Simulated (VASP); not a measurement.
# Ge4Pd (P6/mmm) in VASP: notebook

Ge4Pd is run at these levels: PBE; tasks: single point, relaxation of cell and atoms.

Everything below comes from runs of VASP 6.6.1. Logs are shortened: lines on timing, memory, paths and dates and some standing lists are left out, and cuts for length are marked.

## (1) The cell of the first run

The structure is hexagonal, space group P6/mmm (No. 191). Conventional cell: a = 4.716 Å, b = 4.716 Å, c = 5.144 Å, α = 90.00°, β = 90.00°, γ = 120.00°. Ge (site symmetry -6m2) has 5 Ge at 2.57 to 2.72 Å and 3 Pd at 2.72 Å within 3.4 Å. Ge (site symmetry -6m2) has 5 Ge at 2.57 to 2.72 Å within 3.4 Å. Within 3.6 Å of Pd (site symmetry 6/mmm) lie 6 Ge at 2.72 Å.

The cell was built from a structure type or drawn by symmetry, and may not be a known phase.

## (2) Single point, PBE

The input, INCAR:

```
ALGO = Normal ; EDIFF = 1E-6
ENCUT = 520 ; GGA = PE
ISIF = 2 ; ISMEAR = 0
LASPH = T ; LCHARG = F
LREAL = F ; LWAVE = F
NBANDS = 41 ; NELM = 80
PREC = Accurate ; SIGMA = 0.1
```

The input, KPOINTS:

```
k-points
0
Gamma
  6 6 2
```

The input, POSCAR:

```
Ge4Pd
1.0
    4.7163893253     -0.0000000035      0.0000000000
   -2.3581946596      4.0845129716      0.0000000000
    0.0000000000      0.0000000000      5.1439762455
Ge Pd
4 1
Direct
    0.3333333333      0.6666666667      0.5000000000
    0.6666666667      0.3333333333      0.5000000000
    0.3333333333      0.6666666667      0.0000000000
    0.6666666667      0.3333333333      0.0000000000
    0.0000000000      0.0000000000      0.5000000000
```

Potentials or basis: VASP PAW PBE potentials, release 64 (Ge_d, Pd).

Command:

```console
$ cat potpaw_PBE.64/Ge_d/POTCAR potpaw_PBE.64/Pd/POTCAR > POTCAR
$ mpirun -np 1 vasp_std > vasp.out
```

OUTCAR:

```text
EDIFF = 1E-6
   ENCUT = 520
   GGA = PE
   ISIF = 2
   ISMEAR = 0
   LASPH = T
   LREAL = F
   NELM = 80
   PREC = Accurate

 ion  position               nearest neighbor table
   1  0.333  0.667  0.500-   3 2.57   3 2.57   5 2.72   2 2.72   2 2.72   5 2.72   5 2.72   2 2.72

   2  0.667  0.333  0.500-   4 2.57   4 2.57   5 2.72   1 2.72   1 2.72   5 2.72   5 2.72   1 2.72

   3  0.333  0.667  0.000-   1 2.57   1 2.57   4 2.72   4 2.72   4 2.72
   4  0.667  0.333  0.000-   2 2.57   2 2.57   3 2.72   3 2.72   3 2.72
   5  0.000  0.000  0.500-   1 2.72   2 2.72   1 2.72   2 2.72   2 2.72   1 2.72

  LATTYP: Found a hexagonal cell.
 ALAT       =     4.7163893253
 C/A-ratio  =     1.0906598015

  Lattice vectors:

 A1 = (   4.7163893253,  -0.0000000035,   0.0000000000)
 A2 = (  -2.3581946596,   4.0845129716,   0.0000000000)
 A3 = (   0.0000000000,   0.0000000000,   5.1439762455)

Analysis of symmetry for initial positions (statically):
=====================================================================
 Subroutine PRICEL returns:
 Original cell was already a primitive cell.

 Routine SETGRP: Setting up the symmetry group for a
 hexagonal supercell.

 Subroutine GETGRP returns: Found 24 space group operations
 (whereof 24 operations were pure point group operations)
 out of a pool of 24 trial point group operations.

The static configuration has the point symmetry D_6h.

Analysis of symmetry for dynamics (positions and initial velocities):
=====================================================================
 Subroutine PRICEL returns:
 Original cell was already a primitive cell.

 Routine SETGRP: Setting up the symmetry group for a
 hexagonal supercell.

 Subroutine GETGRP returns: Found 24 space group operations
 (whereof 24 operations were pure point group operations)
 out of a pool of 24 trial point group operations.

The dynamic configuration has the point symmetry D_6h.

 Subroutine INISYM returns: Found 24 space group operations
 (whereof 24 operations are pure point group operations),
 and found     1 'primitive' translations

----------------------------------------------------------------------------------------

                                     Primitive cell

  volume of cell :      99.0943

  direct lattice vectors                    reciprocal lattice vectors
     4.716389325 -0.000000003  0.000000000     0.212026602  0.122413615  0.000000000
    -2.358194660  4.084512972  0.000000000     0.000000000  0.244827231  0.000000000
     0.000000000  0.000000000  5.143976246     0.000000000  0.000000000  0.194402142

  length of vectors
     4.716389325  4.716389325  5.143976246     0.244827231  0.244827231  0.194402142

  position of ions in fractional coordinates (direct lattice)
     0.333333333  0.666666667  0.500000000
     0.666666667  0.333333333  0.500000000
     0.333333333  0.666666667  0.000000000
     0.666666667  0.333333333  0.000000000
     0.000000000  0.000000000  0.500000000

  ion indices of the primitive-cell ions
   primitive index   ion index
                 1           1
                 2           2
                 3           3
                 4           4
                 5           5

----------------------------------------------------------------------------------------

 KPOINTS: k-points

Automatic generation of k-mesh.
 Grid dimensions read from file:
 generate k-points for:    6    6    2

 Generating k-lattice:

  Cartesian coordinates                     Fractional coordinates (reciprocal lattice)
     0.035337767  0.020402269  0.000000000     0.166666667 -0.000000000  0.000000000
     0.000000000  0.040804538  0.000000000     0.000000000  0.166666667  0.000000000
     0.000000000  0.000000000  0.097201071     0.000000000  0.000000000  0.500000000

  Length of vectors
     0.040804538  0.040804538  0.097201071

  Shift w.r.t. Gamma in fractional coordinates (k-lattice)
     0.000000000  0.000000000  0.000000000

 Subroutine IBZKPT returns following result:
 ===========================================

 Found     14 irreducible k-points:

 Following reciprocal coordinates:
            Coordinates               Weight
  0.000000  0.000000  0.000000      1.000000
  0.166667  0.000000  0.000000      6.000000
  0.333333  0.000000  0.000000      6.000000
  0.500000  0.000000  0.000000      3.000000
  0.166667  0.166667  0.000000      6.000000
  0.333333  0.166667  0.000000     12.000000
  0.333333  0.333333  0.000000      2.000000
  0.000000  0.000000  0.500000      1.000000
  0.166667  0.000000  0.500000      6.000000
  0.333333  0.000000  0.500000      6.000000
  0.500000  0.000000  0.500000      3.000000
  0.166667  0.166667  0.500000      6.000000
  0.333333  0.166667  0.500000     12.000000
  0.333333  0.333333  0.500000      2.000000
   k-points           NKPTS =     14   k-points in BZ     NKDIM =     14   number of bands    NBANDS=     41
   number of dos      NEDOS =    301   number of ions     NIONS =      5
   total plane-waves  NPLWV =  51840
   dimension x,y,z NGX =    36 NGY =   36 NGZ =   40
   dimension x,y,z NGXF=    72 NGYF=   72 NGZF=   80
   ions per type =               4   1
   NGX,Y,Z   is equivalent  to a cutoff of  12.69, 12.69, 12.93 a.u.
   NGXF,Y,Z  is equivalent  to a cutoff of  25.38, 25.38, 25.85 a.u.
 SYSTEM =  unknown system
   PREC   = accura    normal or accurate (medium, high low for compatibility)
   ISTART =      0    job   : 0-new  1-cont  2-samecut
   ICHARG =      2    charge: 1-file 2-atom 10-const
   ISPIN  =      1    spin polarized calculation?
   LNONCOLLINEAR =      F non collinear calculations
   LSORBIT =      F    spin-orbit coupling
   LASPH  =      T    aspherical Exc in radial PAW
   ENCUT  =  520.0 eV  38.22 Ry    6.18 a.u.   8.77  8.77  9.56*2*pi/ulx,y,z
   NELM   =     80;   NELMIN=  2; NELMDL= -5     # of ELM steps
   EDIFF  = 0.1E-05   stopping-criterion for ELM
   LREAL  =      F    real-space projection
   EDIFFG = 0.1E-04   stopping-criterion for IOM
   NSW    =      0    number of steps for IOM
   IBRION =     -1    ionic relax: 0-MD 1-quasi-New 2-CG
   NFREE  =      0    steps in history (QN), initial steepest desc. (CG)
   ISIF   =      2    stress and relaxation
   ISYM   =      2    0-nonsym 1-usesym 2-fastsym
   POTIM  = 0.5000    time-step for ionic-motion
   TEBEG  =    0.0;   TEEND  =   0.0 temperature during run
   PSTRESS=    0.0 pullay stress
   NELECT =      66.0000    total number of electrons
   NUPDOWN=      -1.0000    fix difference up-down
   EMIN   =  10.00;   EMAX   =-10.00  energy-range for DOS
   EFERMI =   0.00;   METHOD = LEGACY
   ISMEAR =     0;   SIGMA  =   0.10  broadening in eV -4-tet -1-fermi 0-gaus
   EFERMI_NEDOS =   21; number of points for ismear=-14 and -15
   IALGO  =     38    algorithm
   IMIX   =      4    mixing-type and parameters
     AMIX     =   0.40;   BMIX     =  1.00
     AMIX_MAG =   1.60;   BMIX_MAG =  1.00
  volume/ion in A,a.u.               =      19.82       133.74
  Fermi-wavevector in a.u.,A,eV,Ry     =   1.429683  2.701710 27.810232  2.043994
  Thomas-Fermi vector in A             =   2.549610
   LORBIT       =      0    0 simple, 1 ext, 2 COOP (PROOUT), +10 PAW based schemes
   GGA     = PE    functional components
   LHFCALC =     F    Hartree Fock is set to
   AEXX    =    0.0000 exact exchange contribution
   IVDW    =     0    specifies the selected vdW correction
   LEPSILON=     F    determine dielectric tensor
   LRPA    =     F    only Hartree local field effects (RPA)
 non-spin polarized calculation
 Gauss-broadening in eV      SIGMA  =   0.10
  energy-cutoff  :      520.00
  volume of cell :       99.09
 maximum number of plane-waves:      2696
 NGX is ok and might be reduce to    36
   NGX = 17   NGY = 17   NGZ = 19

 number of electron      66.0000053 magnetization

 Free energy of the ion-electron system (eV)
  ---------------------------------------------------
  ext. energy  EPLUGINS =         0.00000000
  ---------------------------------------------------
  free energy    TOTEN  =       -22.88942180 eV

  energy without entropy =      -22.87777808  energy(sigma->0) =      -22.88359994

 E-fermi :   6.0421     XC(G=0): -10.9085

 val. band max:        6.0021570322   @ k =   0.3333   0.1667   0.5000
 cond. band min:       6.1347403594   @ k =   0.1667   0.1667   0.5000
 fundamental gap:      0.1325833272
 Fermi energy:         6.0420544420

 k-point     1 :       0.0000    0.0000    0.0000
  band No.  band energies     occupation
      1     -18.7707      2.00000
      2     -18.7010      2.00000
      3     -18.6354      2.00000
      4     -18.6354      2.00000
      5     -18.5964      2.00000
      6     -18.5964      2.00000
[... 33 lines left out ...]
     40      10.4265      0.00000
     41      12.0635      0.00000

 k-point     2 :       0.1667    0.0000    0.0000
  band No.  band energies     occupation
      1     -18.7676      2.00000
      2     -18.7074      2.00000
      3     -18.6369      2.00000
      4     -18.6329      2.00000
      5     -18.6078      2.00000
      6     -18.5996      2.00000
[... 33 lines left out ...]
     40      11.4259      0.00000
     41      11.9752      0.00000

 k-point     3 :       0.3333    0.0000    0.0000
  band No.  band energies     occupation
      1     -18.7592      2.00000
      2     -18.7221      2.00000
      3     -18.6397      2.00000
      4     -18.6264      2.00000
      5     -18.6239      2.00000
      6     -18.6054      2.00000
[... 33 lines left out ...]
     40      12.1962      0.00000
     41      13.2747      0.00000

 k-point     4 :       0.5000    0.0000    0.0000
  band No.  band energies     occupation
      1     -18.7516      2.00000
      2     -18.7327      2.00000
      3     -18.6410      2.00000
      4     -18.6303      2.00000
      5     -18.6221      2.00000
      6     -18.6081      2.00000
[... 33 lines left out ...]
     40      11.7722      0.00000
     41      13.3246      0.00000

 k-point     5 :       0.1667    0.1667    0.0000
  band No.  band energies     occupation
      1     -18.7618      2.00000
      2     -18.7178      2.00000
      3     -18.6395      2.00000
      4     -18.6275      2.00000
      5     -18.6254      2.00000
      6     -18.5962      2.00000
[... 33 lines left out ...]
     40      12.9566      0.00000
     41      13.1099      0.00000

 k-point     6 :       0.3333    0.1667    0.0000
  band No.  band energies     occupation
      1     -18.7521      2.00000
      2     -18.7316      2.00000
      3     -18.6422      2.00000
      4     -18.6396      2.00000
      5     -18.6192      2.00000
      6     -18.5949      2.00000
[... 33 lines left out ...]
     40      12.4439      0.00000
     41      13.1908      0.00000

 k-point     7 :       0.3333    0.3333    0.0000
  band No.  band energies     occupation
      1     -18.7423      2.00000
      2     -18.7423      2.00000
      3     -18.6481      2.00000
      4     -18.6438      2.00000
      5     -18.6071      2.00000
      6     -18.6071      2.00000
[... 33 lines left out ...]
     40      12.2380      0.00000
     41      14.8077      0.00000

 k-point     8 :       0.0000    0.0000    0.5000
  band No.  band energies     occupation
      1     -18.6454      2.00000
      2     -18.5967      2.00000
      3     -18.5967      2.00000
      4     -18.5961      2.00000
      5     -18.5961      2.00000
      6     -18.5870      2.00000
[... 33 lines left out ...]
     40      10.1707      0.00000
     41      10.8183      0.00000

 k-point     9 :       0.1667    0.0000    0.5000
  band No.  band energies     occupation
      1     -18.6444      2.00000
      2     -18.6088      2.00000
      3     -18.6072      2.00000
      4     -18.5978      2.00000
      5     -18.5943      2.00000
      6     -18.5850      2.00000
[... 33 lines left out ...]
     40      11.5317      0.00000
     41      11.6531      0.00000

 k-point    10 :       0.3333    0.0000    0.5000
  band No.  band energies     occupation
      1     -18.6423      2.00000
      2     -18.6257      2.00000
      3     -18.6230      2.00000
      4     -18.5998      2.00000
      5     -18.5885      2.00000
      6     -18.5808      2.00000
[... 33 lines left out ...]
     40      10.7759      0.00000
     41      11.1082      0.00000

 k-point    11 :       0.5000    0.0000    0.5000
  band No.  band energies     occupation
      1     -18.6412      2.00000
      2     -18.6324      2.00000
      3     -18.6294      2.00000
      4     -18.6008      2.00000
      5     -18.5849      2.00000
      6     -18.5775      2.00000
[... 33 lines left out ...]
     40      11.9087      0.00000
     41      12.8522      0.00000

 k-point    12 :       0.1667    0.1667    0.5000
  band No.  band energies     occupation
      1     -18.6431      2.00000
      2     -18.6219      2.00000
      3     -18.6197      2.00000
      4     -18.5997      2.00000
      5     -18.5895      2.00000
      6     -18.5820      2.00000
[... 33 lines left out ...]
     40      10.8174      0.00000
     41      10.9205      0.00000

 k-point    13 :       0.3333    0.1667    0.5000
  band No.  band energies     occupation
      1     -18.6435      2.00000
      2     -18.6317      2.00000
      3     -18.6284      2.00000
      4     -18.6017      2.00000
      5     -18.5826      2.00000
      6     -18.5788      2.00000
[... 33 lines left out ...]
     40      12.2663      0.00000
     41      12.4345      0.00000

 k-point    14 :       0.3333    0.3333    0.5000
  band No.  band energies     occupation
      1     -18.6468      2.00000
      2     -18.6314      2.00000
      3     -18.6314      2.00000
      4     -18.6029      2.00000
      5     -18.5794      2.00000
      6     -18.5731      2.00000
[... 33 lines left out ...]
     40      10.2602      0.00000
     41      10.6740      0.00000

------------------------ aborting loop because EDIFF is reached ----------------------------------------

  FORCE on cell =-STRESS in cart. coord.  units (eV):
  Direction    XX          YY          ZZ          XY          YZ          ZX
  --------------------------------------------------------------------------------------
  -------------------------------------------------------------------------------------
  Total        0.2137594      0.2137594      0.1555911      0.0000000     -0.0000000      0.0000000
  in kB        3.4561054      3.4561054      2.5156278      0.0000000     -0.0000000      0.0000000
  external PRESSURE =       3.1426129 kB  Pullay stress =       0.0000000 kB

 VOLUME and BASIS-vectors are now :
 -----------------------------------------------------------------------------
  energy-cutoff  :      520.00
  volume of cell :       99.09
      direct lattice vectors                 reciprocal lattice vectors
     4.716389325 -0.000000003  0.000000000     0.212026602  0.122413615  0.000000000
    -2.358194660  4.084512972  0.000000000     0.000000000  0.244827231  0.000000000
     0.000000000  0.000000000  5.143976246     0.000000000  0.000000000  0.194402142

 POSITION                                       TOTAL-FORCE (eV/Angst)
 -----------------------------------------------------------------------------------
      0.00000      2.72301      2.57199         0.000000     -0.000000      0.000000
      2.35819      1.36150      2.57199        -0.000000      0.000000      0.000000
      0.00000      2.72301      0.00000        -0.000000      0.000000      0.000000
      2.35819      1.36150      0.00000         0.000000      0.000000      0.000000
      0.00000      0.00000      2.57199         0.000000      0.000000      0.000000
 -----------------------------------------------------------------------------------
    total drift:                                0.000000      0.000000      0.000000

  FREE ENERGIE OF THE ION-ELECTRON SYSTEM (eV)
  ---------------------------------------------------
  free  energy   TOTEN  =       -22.8894217989 eV

  energy  without entropy=      -22.8777780835  energy(sigma->0) =      -22.88359994
```

It took 48 s on 1 thread of Intel Xeon Platinum 8488C (Sapphire Rapids), shared host; peak memory 0.23 GiB.

What came out:

```
Free energy            : -22.8894 eV
Pressure               : 0.3 GPa
Band gap on the k mesh : zero (bands 33 and 34 overlap by 2.08 eV)
```

Levels at points of the mesh, in eV from the Fermi level:
```tsv
k point	band 29	band 30	band 31	band 32	band 33	band 34	band 35	band 36	band 37	band 38
(0.00, 0.00, 0.00)	-1.54	-1.29	-1.29	-1.20	-0.90	0.11	0.11	1.98	1.98	3.13
(0.50, 0.00, 0.00)	-2.90	-2.15	-2.03	-1.21	-0.94	-0.48	2.58	3.22	4.07	5.25
(0.00, 0.00, 0.50)	-2.05	-1.64	-1.64	0.73	1.01	1.01	1.01	1.01	1.42	2.71
(0.50, 0.00, 0.50)	-2.06	-1.73	-1.30	-1.01	-0.84	1.83	2.32	3.23	3.85	4.65
```

Caveat: the k points lie up to 0.61 Å⁻¹ apart, too coarse for converged energies and pressures of a metal.

## (3) Single point, PBE

This run uses another cell than the first one, of 20.46 Å³/atom.

The input, INCAR:

```
SYSTEM = Ge4Pd
PREC = Accurate ; ENCUT = 520
EDIFF = 1E-6 ; ISMEAR = 0
SIGMA = 0.1 ; LREAL = .False.
LASPH = .True. ; NELM = 80
ALGO = Normal ; ISIF = 2
LWAVE = .False. ; LCHARG = .False.
GGA = PE ; NBANDS = 41
```

The input, KPOINTS:

```
regular mesh
0
Gamma
  6 6 2
  0 0 0
```

The input, POSCAR:

```
Ge4Pd
1.0
    3.8925774300      0.0000000000      0.0000000000
   -1.9462887100      3.3710709400      0.0000000000
    0.0000000000      0.0000000000      7.7970281900
Ge Pd
4 1
Direct
    0.3333333300      0.6666666700      0.5000000000
    0.6666666700      0.3333333300      0.5000000000
    0.3333333300      0.6666666700      0.0000000000
    0.6666666700      0.3333333300      0.0000000000
    0.0000000000      0.0000000000      0.5000000000
```

Potentials or basis: VASP PAW PBE potentials, release 64 (Ge_d, Pd).

Command:

```console
$ cat potpaw_PBE.64/Ge_d/POTCAR potpaw_PBE.64/Pd/POTCAR > POTCAR
$ mpirun -np 1 vasp_std > vasp.out
```

It took 63 s on 1 thread of Intel Xeon Platinum 8488C (Sapphire Rapids), shared host; peak memory 0.24 GiB.

The run converged. Its results:

```
Free energy            : -16.8708 eV
Pressure               : 39.2 GPa
Band gap on the k mesh : zero (bands 33 and 34 overlap by 0.29 eV)
```

Stress tensor (GPa, compression positive):
```
58.80  0.00  0.00
 0.00 58.80  0.00
 0.00  0.00 -0.05
```

Levels at points of the mesh, in eV from the Fermi level:
```
           k point  band 29  band 30  band 31  band 32  band 33  band 34  band 35  band 36  band 37  band 38
(0.00, 0.00, 0.00)    -2.07    -1.44    -1.37    -1.37     0.25     1.89     1.89     2.71     2.71     3.68
(0.50, 0.00, 0.00)    -4.52    -3.27    -3.12    -1.32    -1.09     0.78     1.65     2.08     2.24     5.17
(0.00, 0.00, 0.50)    -2.67    -1.41    -1.37    -1.37     0.16     1.91     1.91     2.69     2.69     3.64
(0.50, 0.00, 0.50)    -4.53    -3.34    -3.13    -1.09    -0.37     0.70     0.80     1.02     1.94     5.89
```

Caveat: the k points lie up to 0.40 Å⁻¹ apart.

(Continued in part 2 of 2.)
